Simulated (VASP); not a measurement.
# Tl (Fd-3m) in VASP: notebook

Tl is run at these levels: PBEsol; tasks: single point.

Everything below comes from runs of VASP 6.6.1. Logs are shortened: lines on timing, memory, paths and dates and some standing lists are left out, and cuts for length are marked.

**1. The cell of the first run**

The structure is cubic, space group Fd-3m (No. 227). The conventional cell has a = 6.249 Å, b = 6.249 Å, c = 6.249 Å, α = 90.00°, β = 90.00°, γ = 90.00°. Within 3.6 Å of Tl (site symmetry -43m) lie 4 Tl at 2.71 Å.

This isn't the form of Tl at room conditions, which is hcp.

**2. Single point, PBEsol (30.50 Å³/atom)**

File INCAR:

```
SYSTEM = Tl
ALGO     = Normal         ! electronic algorithm
EDIFF    = 1E-6           ! SCF threshold, eV
ENCUT    = 520            ! plane-wave cutoff, eV
GGA      = PS             ! functional
ISIF     = 2              ! what is computed and relaxed
ISMEAR   = -1             ! smearing method
LASPH    = .True.         ! aspherical terms in the spheres
LCHARG   = .True.         ! write CHGCAR
LELF     = .True.         ! ELF
LREAL    = .False.        ! projectors in reciprocal space
LVHAR    = .True.       
LWAVE    = .False.        ! write WAVECAR
NBANDS   = 20             ! bands
NELM     = 100            ! most SCF steps
PREC     = Accurate       ! precision mode
SIGMA    = 0.1            ! smearing width, eV
```

File KPOINTS:

```
k-points
0
Gamma
  10 10 10
  0 0 0
```

File POSCAR:

```
Tl
1.0
    0.0000000000      3.1244340342      3.1244340342
    3.1244340342      0.0000000000      3.1244340342
    3.1244340342      3.1244340342      0.0000000000
Tl
2
Direct
   -0.1250000000     -0.1250000000     -0.1250000000
    0.1250000000      0.1250000000      0.1250000000
```

Potentials or basis: VASP PAW PBE potentials, release 64 (Tl_d).

Started as:

```
> cat potpaw_PBE.64/Tl_d/POTCAR > POTCAR
> mpirun -np 1 vasp_std > vasp.out
```

OUTCAR:

```text
SYSTEM = Tl
   EDIFF = 1E-6
   ENCUT = 520
   GGA = PS
   ISIF = 2
   ISMEAR = -1
   LASPH = .True.
   LREAL = .False.
   NELM = 100
   PREC = Accurate

 ion  position               nearest neighbor table
   1  0.875  0.875  0.875-   2 2.71   2 2.71   2 2.71   2 2.71
   2  0.125  0.125  0.125-   1 2.71   1 2.71   1 2.71   1 2.71

  LATTYP: Found a face centered cubic cell.
 ALAT       =     6.2488680684

  Lattice vectors:

 A1 = (   0.0000000000,   3.1244340342,   3.1244340342)
 A2 = (   3.1244340342,   0.0000000000,   3.1244340342)
 A3 = (   3.1244340342,   3.1244340342,   0.0000000000)

Analysis of symmetry for initial positions (statically):
=====================================================================
 Subroutine PRICEL returns:
 Original cell was already a primitive cell.

 Routine SETGRP: Setting up the symmetry group for a
 face centered cubic supercell.

 Subroutine GETGRP returns: Found 48 space group operations
 (whereof 12 operations were pure point group operations)
 out of a pool of 48 trial point group operations.

The static configuration has the point symmetry D_3d.
 The point group associated with its full space group is O_h .

Analysis of symmetry for dynamics (positions and initial velocities):
=====================================================================
 Subroutine PRICEL returns:
 Original cell was already a primitive cell.

 Routine SETGRP: Setting up the symmetry group for a
 face centered cubic supercell.

 Subroutine GETGRP returns: Found 48 space group operations
 (whereof 12 operations were pure point group operations)
 out of a pool of 48 trial point group operations.

The dynamic configuration has the point symmetry D_3d.
 The point group associated with its full space group is O_h .

 Subroutine INISYM returns: Found 48 space group operations
 (whereof 12 operations are pure point group operations),
 and found     1 'primitive' translations

----------------------------------------------------------------------------------------

                                     Primitive cell

  volume of cell :      61.0020

  direct lattice vectors                    reciprocal lattice vectors
     0.000000000  3.124434034  3.124434034    -0.160028983  0.160028983  0.160028983
     3.124434034  0.000000000  3.124434034     0.160028983 -0.160028983  0.160028983
     3.124434034  3.124434034  0.000000000     0.160028983  0.160028983 -0.160028983

  length of vectors
     4.418616986  4.418616986  4.418616986     0.277178329  0.277178329  0.277178329

  position of ions in fractional coordinates (direct lattice)
     0.875000000  0.875000000  0.875000000
     0.125000000  0.125000000  0.125000000

  ion indices of the primitive-cell ions
   primitive index   ion index
                 1           1
                 2           2

----------------------------------------------------------------------------------------

 KPOINTS: k-points

Automatic generation of k-mesh.
 Grid dimensions read from file:
 generate k-points for:   10   10   10

 Generating k-lattice:

  Cartesian coordinates                     Fractional coordinates (reciprocal lattice)
    -0.016002898  0.016002898  0.016002898     0.100000000  0.000000000  0.000000000
     0.016002898 -0.016002898  0.016002898     0.000000000  0.100000000  0.000000000
     0.016002898  0.016002898 -0.016002898     0.000000000  0.000000000  0.100000000

  Length of vectors
     0.027717833  0.027717833  0.027717833

  Shift w.r.t. Gamma in fractional coordinates (k-lattice)
     0.000000000  0.000000000  0.000000000

 Subroutine IBZKPT returns following result:
 ===========================================

 Found     47 irreducible k-points:

 Following reciprocal coordinates:
            Coordinates               Weight
  0.000000  0.000000  0.000000      1.000000
  0.100000  0.000000  0.000000      8.000000
  0.200000  0.000000  0.000000      8.000000
  0.300000  0.000000  0.000000      8.000000
  0.400000  0.000000  0.000000      8.000000
  0.500000  0.000000  0.000000      4.000000
[... 16 lines left out ...]
  0.300000  0.300000  0.000000      6.000000
  0.400000  0.300000  0.000000     24.000000
 [... further k-points ...]
   k-points           NKPTS =     47   k-points in BZ     NKDIM =     47   number of bands    NBANDS=     20
   number of dos      NEDOS =    301   number of ions     NIONS =      2
   total plane-waves  NPLWV =  46656
   dimension x,y,z NGX =    36 NGY =   36 NGZ =   36
   dimension x,y,z NGXF=    72 NGYF=   72 NGZF=   72
   ions per type =               2
   NGX,Y,Z   is equivalent  to a cutoff of  13.54, 13.54, 13.54 a.u.
   NGXF,Y,Z  is equivalent  to a cutoff of  27.09, 27.09, 27.09 a.u.
 SYSTEM =  Tl
   PREC   = accura    normal or accurate (medium, high low for compatibility)
   ISTART =      0    job   : 0-new  1-cont  2-samecut
   ICHARG =      2    charge: 1-file 2-atom 10-const
   ISPIN  =      1    spin polarized calculation?
   LNONCOLLINEAR =      F non collinear calculations
   LSORBIT =      F    spin-orbit coupling
   LASPH  =      T    aspherical Exc in radial PAW
   ENCUT  =  520.0 eV  38.22 Ry    6.18 a.u.   8.22  8.22  8.22*2*pi/ulx,y,z
   NELM   =    100;   NELMIN=  2; NELMDL= -5     # of ELM steps
   EDIFF  = 0.1E-05   stopping-criterion for ELM
   LREAL  =      F    real-space projection
   EDIFFG = 0.1E-04   stopping-criterion for IOM
   NSW    =      0    number of steps for IOM
   IBRION =     -1    ionic relax: 0-MD 1-quasi-New 2-CG
   NFREE  =      0    steps in history (QN), initial steepest desc. (CG)
   ISIF   =      2    stress and relaxation
   ISYM   =      2    0-nonsym 1-usesym 2-fastsym
   POTIM  = 0.5000    time-step for ionic-motion
   TEBEG  =    0.0;   TEEND  =   0.0 temperature during run
   PSTRESS=    0.0 pullay stress
   NELECT =      26.0000    total number of electrons
   NUPDOWN=      -1.0000    fix difference up-down
   EMIN   =  10.00;   EMAX   =-10.00  energy-range for DOS
   EFERMI =   0.00;   METHOD = LEGACY
   ISMEAR =    -1;   SIGMA  =   0.10  broadening in eV -4-tet -1-fermi 0-gaus
   EFERMI_NEDOS =   21; number of points for ismear=-14 and -15
   IALGO  =     38    algorithm
   IMIX   =      4    mixing-type and parameters
     AMIX     =   0.40;   BMIX     =  1.00
     AMIX_MAG =   1.60;   BMIX_MAG =  1.00
  volume/ion in A,a.u.               =      30.50       205.83
  Fermi-wavevector in a.u.,A,eV,Ry     =   1.232020  2.328181 20.651935  1.517874
  Thomas-Fermi vector in A             =   2.366807
   LORBIT       =      0    0 simple, 1 ext, 2 COOP (PROOUT), +10 PAW based schemes
   GGA     = PS    functional components
   LHFCALC =     F    Hartree Fock is set to
   AEXX    =    0.0000 exact exchange contribution
   IVDW    =     0    specifies the selected vdW correction
   LEPSILON=     F    determine dielectric tensor
   LRPA    =     F    only Hartree local field effects (RPA)
 non-spin polarized calculation
  energy-cutoff  :      520.00
  volume of cell :       61.00
 maximum number of plane-waves:      1676
 NGX is ok and might be reduce to    36
   NGX = 17   NGY = 17   NGZ = 17

 number of electron      25.9999998 magnetization

 Free energy of the ion-electron system (eV)
  ---------------------------------------------------
  ext. energy  EPLUGINS =         0.00000000
  ---------------------------------------------------
  free energy    TOTEN  =        -3.84121717 eV

  energy without entropy =       -3.80598718  energy(sigma->0) =       -3.82360218

 E-fermi :   5.5329     XC(G=0):  -9.7669

 val. band max:        5.5105593764   @ k =  -0.4000   0.3000   0.1000
 cond. band min:       5.5784201254   @ k =   0.5000   0.3000   0.1000
 fundamental gap:      0.0678607489
 Fermi energy:         5.5328526911

 k-point     1 :       0.0000    0.0000    0.0000
  band No.  band energies     occupation
      1      -6.9848      2.00000
      2      -6.9848      2.00000
      3      -6.9848      2.00000
      4      -6.8551      2.00000
      5      -6.8551      2.00000
      6      -5.7110      2.00000
[... 12 lines left out ...]
     19      11.2754      0.00000
     20      14.9776      0.00000

 k-point     2 :       0.1000    0.0000    0.0000
  band No.  band energies     occupation
      1      -7.0232      2.00000
      2      -7.0232      2.00000
      3      -6.9845      2.00000
      4      -6.8010      2.00000
      5      -6.8010      2.00000
      6      -5.7919      2.00000
[... 12 lines left out ...]
     19      12.5882      0.00000
     20      14.5698      0.00000

 k-point     3 :       0.2000    0.0000    0.0000
  band No.  band energies     occupation
      1      -7.0685      2.00000
      2      -7.0685      2.00000
      3      -6.9836      2.00000
      4      -6.7190      2.00000
      5      -6.7190      2.00000
      6      -5.9322      2.00000
[... 12 lines left out ...]
     19      13.0848      0.00000
     20      14.7087      0.00000

 k-point     4 :       0.3000    0.0000    0.0000
  band No.  band energies     occupation
      1      -7.0894      2.00000
      2      -7.0894      2.00000
      3      -6.9829      2.00000
      4      -6.6639      2.00000
      5      -6.6639      2.00000
      6      -6.0554      2.00000
[... 12 lines left out ...]
     19      13.5436      0.00000
     20      15.2056      0.00000

 k-point     5 :       0.4000    0.0000    0.0000
  band No.  band energies     occupation
      1      -7.0914      2.00000
      2      -7.0914      2.00000
      3      -6.9824      2.00000
      4      -6.6457      2.00000
      5      -6.6457      2.00000
      6      -6.1384      2.00000
[... 12 lines left out ...]
     19      15.3393      0.00000
     20      16.0991      0.00000
[... 353 lines left out ...]
      6      -6.2291      2.00000
[... 12 lines left out ...]
     19      14.8724      0.00000
     20      15.5048      0.00000

 k-point    22 :      -0.2000    0.2000    0.0000
  band No.  band energies     occupation
      1      -7.1488      2.00000
      2      -7.1191      2.00000
      3      -6.9176      2.00000
      4      -6.6835      2.00000
      5      -6.5173      2.00000
      6      -6.1363      2.00000
[... 12 lines left out ...]
     19      14.2764      0.00000
     20      15.4912      0.00000

 k-point    23 :       0.3000    0.3000    0.0000
  band No.  band energies     occupation
      1      -7.1108      2.00000
      2      -7.0754      2.00000
      3      -7.0754      2.00000
      4      -6.5639      2.00000
      5      -6.4582      2.00000
      6      -6.3656      2.00000
[... 12 lines left out ...]
     19      14.9731      0.00000
     20      16.6903      0.00000

 k-point    24 :       0.4000    0.3000    0.0000
  band No.  band energies     occupation
      1      -7.1544      2.00000
      2      -7.0952      2.00000
      3      -7.0205      2.00000
      4      -6.5560      2.00000
      5      -6.4740      2.00000
      6      -6.2788      2.00000
[... 12 lines left out ...]
     19      17.1553      0.00000
     20      17.2886      0.00000

 [... further k-points ...]

------------------------ aborting loop because EDIFF is reached ----------------------------------------

  FORCE on cell =-STRESS in cart. coord.  units (eV):
  Direction    XX          YY          ZZ          XY          YZ          ZX
  --------------------------------------------------------------------------------------
  -------------------------------------------------------------------------------------
  Total        4.4942878      4.4942878      4.4942878     -0.0000000     -0.0000000     -0.0000000
  in kB      118.0395082    118.0395082    118.0395082     -0.0000000     -0.0000000     -0.0000000
  external PRESSURE =     118.0395082 kB  Pullay stress =       0.0000000 kB

 VOLUME and BASIS-vectors are now :
 -----------------------------------------------------------------------------
  energy-cutoff  :      520.00
  volume of cell :       61.00
      direct lattice vectors                 reciprocal lattice vectors
     0.000000000  3.124434034  3.124434034    -0.160028983  0.160028983  0.160028983
     3.124434034  0.000000000  3.124434034     0.160028983 -0.160028983  0.160028983
     3.124434034  3.124434034  0.000000000     0.160028983  0.160028983 -0.160028983

 POSITION                                       TOTAL-FORCE (eV/Angst)
 -----------------------------------------------------------------------------------
      5.46776      5.46776      5.46776         0.000000     -0.000000     -0.000000
      0.78111      0.78111      0.78111         0.000000      0.000000      0.000000
 -----------------------------------------------------------------------------------
    total drift:                                0.000000      0.000000      0.000000

  FREE ENERGIE OF THE ION-ELECTRON SYSTEM (eV)
  ---------------------------------------------------
  free  energy   TOTEN  =        -3.8412171664 eV

  energy  without entropy=       -3.8059871836  energy(sigma->0) =       -3.82360218
```

It took 74 s on 1 thread of Intel Xeon 8259CL, shared host; peak memory 0.22 GiB.

Results:

- Free energy: -3.8412 eV
- Pressure: 11.8 GPa
- Band gap on the k mesh: zero (bands 13 and 14 overlap by 4.92 eV)

Levels at points of the mesh, in eV from the Fermi level:
| k point | band 10 | band 11 | band 12 | band 13 | band 14 | band 15 | band 16 | band 17 |
| --- | --- | --- | --- | --- | --- | --- | --- | --- |
| (0.00, 0.00, 0.00) | -10.96 | -10.55 | 1.61 | 3.50 | 3.50 | 3.50 | 5.11 | 5.11 |
| (0.50, 0.00, 0.00) | -10.91 | -7.86 | -5.26 | 1.48 | 1.48 | 2.21 | 6.28 | 6.28 |
| (0.50, 0.50, 0.00) | -10.82 | -6.24 | -6.24 | -0.65 | -0.65 | 2.89 | 2.89 | 11.89 |

Caveat: the cell stands under pressure; the PAW data sets were made with another functional, which shifts forces and pressure a little; spin-orbit coupling is left out, which moves the levels of the heavy elements.

(Part 1 of 2 ends here.)
